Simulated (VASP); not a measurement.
# BeS (I-4m2) in VASP: notebook, part 2 of 2

VASP 6.6.1. The steps go on from the part before.

**3. Single point, r2SCAN (in-plane strain -0.005, then relaxed in part)**

Input file POSCAR:

```
BeS
1.0
    2.4220533760      2.4220533760      0.0000000000
   -2.4220533760      2.4220533760      0.0000000000
    0.0000000000      2.4220533760      2.4431486703
Be S
1 1
Direct
    0.0000000000      0.0000000000      0.0000000000
    0.7500000000      0.2500000000      0.5000000000
```

Input file INCAR.step1:

```
  PREC = Accurate
  ENCUT = 520
  ISMEAR = 0
  SIGMA = 0.01
  LREAL = False
  LASPH = True
  NELM = 60
  NBANDS = 11
  GGA = PE
  ALGO = Normal
  EDIFF = 1E-4
  LWAVE = True
  LCHARG = False
```

Input file INCAR.step2:

```
  PREC = Accurate
  ENCUT = 520
  EDIFF = 1E-7
  ISMEAR = 0
  SIGMA = 0.01
  LREAL = False
  LASPH = True
  NELM = 60
  ALGO = Normal
  ISIF = 2
  LWAVE = False
  LCHARG = True
  METAGGA = R2SCAN
  LMIXTAU = True
  LELF = True
  LVHAR = True
  NBANDS = 11
  ISTART = 1
```

Input file KPOINTS:

```
Automatic mesh
0
Gamma
  8 8 8
```

Potentials or basis: VASP PAW PBE potentials, release 64 (Be, S).

Launch:

```console
cat potpaw_PBE.64/Be/POTCAR potpaw_PBE.64/S/POTCAR > POTCAR
cp INCAR.step1 INCAR
mpirun -np 1 vasp_std > vasp.out
cp INCAR.step2 INCAR
mpirun -np 1 vasp_std > vasp.out
```

It took 86 s on 1 thread of Intel Xeon 8259CL, shared host; peak memory 0.17 GiB.

Results (log left out):

```yaml
Free_energy: -14.7853 eV
Pressure: 0.9 GPa
Band_gap_on_the_k_mesh: 3.54 eV (least direct gap 6.24 eV)
```

Stress tensor (GPa, compression positive):
```
1.21 0.00 0.00
0.00 1.21 0.00
0.00 0.00 0.33
```

Levels at points of the mesh, in eV from the valence-band top:
| k point | band 1 | band 2 | band 3 | band 4 | band 5 | band 6 | band 7 | band 8 |
| --- | --- | --- | --- | --- | --- | --- | --- | --- |
| (0.00, 0.00, 0.00) | -14.28 | -0.05 | 0.00 | 0.00 | 6.24 | 6.24 | 6.25 | 6.63 |
| (0.50, 0.00, 0.00) | -12.61 | -5.94 | -1.11 | -1.03 | 6.06 | 7.09 | 7.17 | 12.02 |
| (0.50, 0.50, 0.00) | -12.03 | -5.16 | -2.74 | -2.73 | 3.54 | 5.35 | 13.77 | 13.84 |
| (0.00, 0.00, 0.50) | -12.08 | -5.22 | -2.66 | -2.66 | 3.61 | 5.43 | 13.81 | 13.81 |

Caveat: the cell differs from its parent crystal (in-plane strain -0.005, then relaxed in part); the PAW data sets were made with another functional, which shifts forces and pressure a little. A k mesh can miss the band edges.

**4. Single point, r2SCAN (in-plane strain -0.005)**

POSCAR, as its differences from that of step 3:

```diff
@@ -4,3 +4,3 @@
    -2.4220533760      2.4220533760      0.0000000000
-    0.0000000000      2.4220533760      2.4431486703
+    0.0000000000      2.4220533760      2.4415271720
 Be S
```

Input file INCAR.step1:

```
  ALGO = Normal
  EDIFF = 1E-4
  ENCUT = 520
  GGA = PE
  ISMEAR = 0
  LASPH = T
  LCHARG = F
  LREAL = F
  LWAVE = T
  NBANDS = 11
  NELM = 60
  PREC = Accurate
  SIGMA = 0.01
```

Input file INCAR.step2:

```
  ALGO = Normal
  EDIFF = 1E-6
  ENCUT = 520
  ISIF = 2
  ISMEAR = 0
  ISTART = 1
  LASPH = T
  LCHARG = F
  LMIXTAU = T
  LREAL = F
  LWAVE = F
  METAGGA = R2SCAN
  NBANDS = 11
  NELM = 60
  PREC = Accurate
  SIGMA = 0.01
```

Input file KPOINTS:

```
k-points
0
Gamma
  8 8 8
```

Launch:

```console
cat potpaw_PBE.64/Be/POTCAR potpaw_PBE.64/S/POTCAR > POTCAR
cp INCAR.step1 INCAR
mpirun -np 1 vasp_std > vasp.out
cp INCAR.step2 INCAR
mpirun -np 1 vasp_std > vasp.out
```

Run time: 72 s. Hardware: 1 thread of Intel Xeon 8259CL, shared host; peak memory 0.16 GiB.

The run converged. Its results:

```yaml
Free_energy: -14.7853 eV
Pressure: 1.0 GPa
Band_gap_on_the_k_mesh: 3.55 eV (least direct gap 6.24 eV)
```

Stress tensor (GPa, compression positive):
```
1.25 0.00 0.00
0.00 1.25 0.00
0.00 0.00 0.44
```

Levels at points of the mesh, in eV from the valence-band top:
```
           k point  band 1  band 2  band 3  band 4  band 5  band 6  band 7  band 8  band 9
(0.00, 0.00, 0.00)  -14.28   -0.05    0.00    0.00    6.24    6.24    6.25    6.63   13.31
(0.50, 0.00, 0.00)  -12.62   -5.95   -1.11   -1.03    6.06    7.09    7.16   12.03   15.65
(0.50, 0.50, 0.00)  -12.04   -5.16   -2.74   -2.73    3.55    5.35   13.78   13.84   16.73
(0.00, 0.00, 0.50)  -12.07   -5.22   -2.67   -2.67    3.61    5.42   13.82   13.82   16.63
```

Caveat: the cell differs from its parent crystal (in-plane strain -0.005); the PAW data sets were made with another functional, which shifts forces and pressure a little. A k mesh can miss the band edges.

**5. Single point, r2SCAN (film at in-plane strain -0.005)**

POSCAR, as its differences from that of step 4:

```diff
@@ -4,3 +4,3 @@
    -2.4220533760      2.4220533760      0.0000000000
-    0.0000000000      2.4220533760      2.4415271720
+    0.0000000000      2.4220533760      2.4431486703
 Be S
```

Input file INCAR.step1:

```
SYSTEM = BeS
PREC = Accurate
ENCUT = 520
ISMEAR = 0
SIGMA = 0.01
LREAL = .False.
LASPH = .True.
NELM = 60
NBANDS = 11
GGA = PE
ALGO = Normal
EDIFF = 1E-4
LWAVE = .True.
LCHARG = .False.
```

Input file INCAR.step2:

```
SYSTEM = BeS
PREC = Accurate
ENCUT = 520
EDIFF = 1E-6
ISMEAR = 0
SIGMA = 0.01
LREAL = .False.
LASPH = .True.
NELM = 60
ALGO = Normal
ISIF = 2
LWAVE = .False.
LCHARG = .False.
METAGGA = R2SCAN
LMIXTAU = .True.
NBANDS = 11
ISTART = 1
```

Input file KPOINTS:

```
Automatic mesh
0
Gamma
  8 8 8
  0 0 0
```

Launch:

```console
cat potpaw_PBE.64/Be/POTCAR potpaw_PBE.64/S/POTCAR > POTCAR
cp INCAR.step1 INCAR
mpirun -np 1 vasp_std > vasp.out
cp INCAR.step2 INCAR
mpirun -np 1 vasp_std > vasp.out
```

It took 72 s on 1 thread of Intel Xeon 8259CL, shared host; peak memory 0.17 GiB.

It converged, with:

```
Free energy            : -14.7853 eV
Pressure               : 0.9 GPa
Band gap on the k mesh : 3.54 eV (least direct gap 6.24 eV)
```

Stress tensor (GPa, compression positive):
```
1.21 0.00 0.00
0.00 1.21 0.00
0.00 0.00 0.33
```

Levels at points of the mesh, in eV from the valence-band top:
| k point | band 1 | band 2 | band 3 | band 4 | band 5 | band 6 | band 7 | band 8 |
| --- | --- | --- | --- | --- | --- | --- | --- | --- |
| (0.00, 0.00, 0.00) | -14.28 | -0.05 | 0.00 | 0.00 | 6.24 | 6.24 | 6.25 | 6.63 |
| (0.50, 0.00, 0.00) | -12.61 | -5.94 | -1.11 | -1.03 | 6.06 | 7.09 | 7.17 | 12.02 |
| (0.50, 0.50, 0.00) | -12.03 | -5.16 | -2.74 | -2.73 | 3.54 | 5.35 | 13.77 | 13.84 |
| (0.00, 0.00, 0.50) | -12.08 | -5.22 | -2.66 | -2.66 | 3.61 | 5.43 | 13.81 | 13.81 |

Caveat: the cell differs from its parent crystal (film at in-plane strain -0.005); the PAW data sets were made with another functional, which shifts forces and pressure a little. A k mesh can miss the band edges.

**6. Single point, r2SCAN (in-plane strain +0.005, then relaxed in part)**

Input file POSCAR:

```
BeS
1.0
    2.4463956210      2.4463956210      0.0000000000
   -2.4463956210      2.4463956210      0.0000000000
    0.0000000000      2.4463956210      2.4254454826
Be S
1 1
Direct
    0.0000000000      0.0000000000      0.0000000000
    0.7500000000      0.2500000000      0.5000000000
```

Input file INCAR.step1:

```
ALGO = Normal
EDIFF = 1E-4
ENCUT = 520
GGA = PE
ISMEAR = 0
LASPH = T
LCHARG = F
LREAL = F
LWAVE = T
NBANDS = 11
NELM = 60
PREC = Accurate
SIGMA = 0.01
```

Input file INCAR.step2:

```
ALGO = Normal
EDIFF = 1E-7
ENCUT = 520
ISIF = 2
ISMEAR = 0
ISTART = 1
LASPH = T
LCHARG = F
LMIXTAU = T
LREAL = F
LWAVE = F
METAGGA = R2SCAN
NBANDS = 11
NELM = 60
PREC = Accurate
SIGMA = 0.01
```

Input file KPOINTS:

```
k-points
0
Gamma
  8 8 8
```

Potentials or basis: VASP PAW PBE potentials, release 64 (Be, S).

Launch:

```console
cat potpaw_PBE.64/Be/POTCAR potpaw_PBE.64/S/POTCAR > POTCAR
cp INCAR.step1 INCAR
mpirun -np 1 vasp_std > vasp.out
cp INCAR.step2 INCAR
mpirun -np 1 vasp_std > vasp.out
```

It took 86 s on 1 thread of Intel Xeon 8259CL, shared host; peak memory 0.17 GiB.

The run converged. Its results:

* Free energy: -14.7861 eV
* Pressure: -0.3 GPa
* Band gap on the k mesh: 3.54 eV (least direct gap 6.23 eV)

Stress tensor (GPa, compression positive):
```
-0.62  0.00  0.00
 0.00 -0.62  0.00
 0.00  0.00  0.22
```

Levels at points of the mesh, in eV from the valence-band top:
```tsv
k point	band 2	band 3	band 4	band 5	band 6	band 7
(0.00, 0.00, 0.00)	-0.05	-0.05	0.00	6.23	6.24	6.24
(0.50, 0.00, 0.00)	-5.87	-1.10	-1.02	6.00	7.08	7.16
(0.50, 0.50, 0.00)	-5.15	-2.67	-2.65	3.60	5.40	13.66
(0.00, 0.00, 0.50)	-5.09	-2.73	-2.73	3.54	5.31	13.69
```

Caveat: the cell differs from its parent crystal (in-plane strain +0.005, then relaxed in part); the PAW data sets were made with another functional, which shifts forces and pressure a little.

**7. Single point, r2SCAN (in-plane strain +0.005)**

POSCAR, as its differences from that of step 6:

```diff
@@ -4,3 +4,3 @@
    -2.4463956210      2.4463956210      0.0000000000
-    0.0000000000      2.4463956210      2.4254454826
+    0.0000000000      2.4463956210      2.4269218250
 Be S
```

Input file INCAR.step1:

```
PREC     = Accurate       # precision mode
ENCUT    = 520            # plane-wave cutoff, eV
ISMEAR   = 0              # smearing method
SIGMA    = 0.01           # smearing width, eV
LREAL    = False          # projectors in reciprocal space
LASPH    = True           # aspherical terms in the spheres
NELM     = 100            # most SCF steps
NBANDS   = 11             # bands
GGA      = PE             # functional
ALGO     = Normal         # electronic algorithm
EDIFF    = 1E-4           # SCF threshold, eV
LWAVE    = True           # write WAVECAR
LCHARG   = False          # write CHGCAR
```

Input file INCAR.step2:

```
PREC     = Accurate       # precision mode
ENCUT    = 520            # plane-wave cutoff, eV
EDIFF    = 1E-6           # SCF threshold, eV
ISMEAR   = 0              # smearing method
SIGMA    = 0.01           # smearing width, eV
LREAL    = False          # projectors in reciprocal space
LASPH    = True           # aspherical terms in the spheres
NELM     = 100            # most SCF steps
ALGO     = Normal         # electronic algorithm
ISIF     = 2              # what is computed and relaxed
LWAVE    = False          # write WAVECAR
LCHARG   = True           # write CHGCAR
METAGGA  = R2SCAN         # meta-GGA
LMIXTAU  = True         
LELF     = True           # ELF
LVHAR    = True         
NBANDS   = 11             # bands
ISTART   = 1
```

Input file KPOINTS:

```
Automatic mesh
0
Gamma
  8 8 8
```

Launch:

```console
cat potpaw_PBE.64/Be/POTCAR potpaw_PBE.64/S/POTCAR > POTCAR
cp INCAR.step1 INCAR
mpirun -np 1 vasp_std > vasp.out
cp INCAR.step2 INCAR
mpirun -np 1 vasp_std > vasp.out
```

Wall time 72 s (1 thread of Intel Xeon 8259CL, shared host); peak memory 0.17 GiB.

Results (log left out):

```yaml
Free_energy: -14.7861 eV
Pressure: -0.4 GPa
Band_gap_on_the_k_mesh: 3.54 eV (least direct gap 6.23 eV)
```

Stress tensor (GPa, compression positive):
```
-0.66  0.00  0.00
 0.00 -0.66  0.00
 0.00  0.00  0.12
```

Levels at points of the mesh, in eV from the valence-band top:
| k point | band 1 | band 2 | band 3 | band 4 | band 5 | band 6 | band 7 | band 8 | band 9 |
| --- | --- | --- | --- | --- | --- | --- | --- | --- | --- |
| (0.00, 0.00, 0.00) | -14.20 | -0.04 | -0.04 | 0.00 | 6.23 | 6.24 | 6.24 | 6.49 | 13.27 |
| (0.50, 0.00, 0.00) | -12.57 | -5.87 | -1.10 | -1.02 | 6.00 | 7.08 | 7.16 | 11.94 | 15.56 |
| (0.50, 0.50, 0.00) | -12.03 | -5.14 | -2.66 | -2.65 | 3.61 | 5.40 | 13.66 | 13.71 | 16.45 |
| (0.00, 0.00, 0.50) | -11.99 | -5.08 | -2.72 | -2.72 | 3.54 | 5.32 | 13.69 | 13.69 | 16.56 |

Caveat: the cell differs from its parent crystal (in-plane strain +0.005); the PAW data sets were made with another functional, which shifts forces and pressure a little. A k mesh can miss the band edges.

**8. Summary**

| cell | gap on the mesh (eV) | pressure (GPa) |
| --- | --- | --- |
| a = 3.408, b = 3.408, c = 3.439 Å, angles 60.3, 60.3, 90.0°, 2 atoms | 3.49 | 1.5 |
| a = 3.425, b = 3.425, c = 3.440 Å, angles 60.1, 60.1, 90.0°, 2 atoms | 3.54 | 0.9 |
| a = 3.425, b = 3.425, c = 3.439 Å, angles 60.1, 60.1, 90.0°, 2 atoms | 3.55 | 1.0 |
| a = 3.460, b = 3.460, c = 3.445 Å, angles 59.9, 59.9, 90.0°, 2 atoms | 3.54 | -0.3 |
| a = 3.460, b = 3.460, c = 3.446 Å, angles 59.9, 59.9, 90.0°, 2 atoms | 3.54 | -0.4 |

Alike in all rows: task single point; level r2SCAN; potentials or basis VASP PAW PBE potentials, release 64 (Be, S); no spin polarisation; k mesh 8 × 8 × 8; cutoff (eV) 520; smearing gaussian 0.01 eV.

Caveats: the PAW data sets were made with another functional, which shifts forces and pressure a little.

Total energies depend on the potentials used, so only differences within one code and one set of settings carry meaning.
